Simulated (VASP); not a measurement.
Write the native input for VASP 6.6.1 that does the following.

```
Task                   : single point
Functional             : PBEsol
Potentials or basis    : VASP PAW PBE potentials, release 64 (W_sv, O)
Cutoff                 : 520 eV
k mesh                 : 8 × 8 × 8
Occupations            : gaussian, width 0.15 eV
Spin                   : no spin polarisation
Dipole correction      : no
Further INCAR settings : ALGO = Normal; EDIFF = 1e-06; NBANDS = 58
```

The structure of W3O lies in POSCAR:

```
W3O
1.0
    4.8313496810      0.0000000000      0.0000000000
    0.0000000000      4.8313496810      0.0000000000
    0.0000000000      0.0000000000      4.8313496810
W O
6 2
Direct
    0.5000000000      0.7681108812      0.0000000000
    0.0000000000      0.5181108812      0.7500000000
    0.2500000000      0.0181108812      0.5000000000
    0.5000000000      0.2681108812      0.0000000000
    0.0000000000      0.5181108812      0.2500000000
    0.7500000000      0.0181108812      0.5000000000
    0.5000000000      0.5000000000      0.5000000000
    0.0000000000      0.0000000000      0.0000000000
```

This cell differs from its parent crystal: all W atoms moved +0.087 Å, as atom 1 along Cartesian [0 1 0].

One way to write it, as run:

INCAR

```
SYSTEM = W3O
  PREC = Accurate
  ENCUT = 520
  EDIFF = 1E-6
  ISMEAR = 0
  SIGMA = 0.15
  LREAL = .False.
  LASPH = .True.
  NELM = 100
  ALGO = Normal
  ISIF = 2
  LWAVE = .False.
  LCHARG = .False.
  GGA = PS
  NBANDS = 58
```

KPOINTS

```
regular mesh
0
Gamma
  8 8 8
  0 0 0
```

Potentials or basis: VASP PAW PBE potentials, release 64 (W_sv, O).

Launch:

```bash
$ cat potpaw_PBE.64/W_sv/POTCAR potpaw_PBE.64/O/POTCAR > POTCAR
$ mpirun -np 1 vasp_std > vasp.out
```

It gave:

The pressure is 1.1 GPa and the largest force is 0.378 eV/Å. The band gap on the k mesh is zero (bands 48 and 49 overlap by 0.93 eV).

Caveat: the cell differs from its parent crystal (all W atoms moved +0.087 Å, as atom 1 along Cartesian [0 1 0]); the PAW data sets were made with another functional, which shifts forces and pressure a little; spin-orbit coupling is left out, which moves the levels of the heavy elements.

Wall time 6.7 min on 1 thread of Intel(R) Xeon(R) Platinum 8375C CPU @ 2.90GHz (Ice Lake), on a shared host, peak memory 0.44 GiB.
